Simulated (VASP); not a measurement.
Input of a VASP 6.6.1 run:

File INCAR:

```
SYSTEM = Tm
  PREC = Accurate
  ENCUT = 520
  EDIFF = 1E-6
  ISMEAR = 0
  SIGMA = 0.1
  LREAL = .FALSE.
  LASPH = .TRUE.
  NELM = 150
  ALGO = Normal
  ISIF = 2
  LWAVE = .FALSE.
  LCHARG = .FALSE.
  ISPIN = 2
  MAGMOM = 2
  LORBIT = 11
  LMAXMIX = 6
  GGA = RP
  NBANDS = 22
```

The input KPOINTS:

```
regular mesh
0
G
  10 10 10
  0 0 0
```

Contents of POSCAR:

```
Tm
1.0
   -1.9705499473      1.9705499473      1.9705499473
    1.9705499473     -1.9705499473      1.9705499473
    1.9705499473      1.9705499473     -1.9705499473
Tm
1
Direct
    0.0000000000      0.0000000000      0.0000000000
```

Potentials or basis: VASP PAW PBE potentials, release 64 (Tm).

The run is started by

```bash
$ cat potpaw_PBE.64/Tm/POTCAR > POTCAR
$ mpirun -np 1 vasp_std > vasp.out
```

Predict the pressure.

3.4 GPa.

What does it give for the net moment?

1.13 μB per cell.

What does it give for the site moments?

Tm +1.22 μB.

Caveat: the magnetic or orbital state may not be the lowest; the PAW data sets were made with another functional, which shifts forces and pressure a little. The state reached can hang on the start; a lower one may exist.
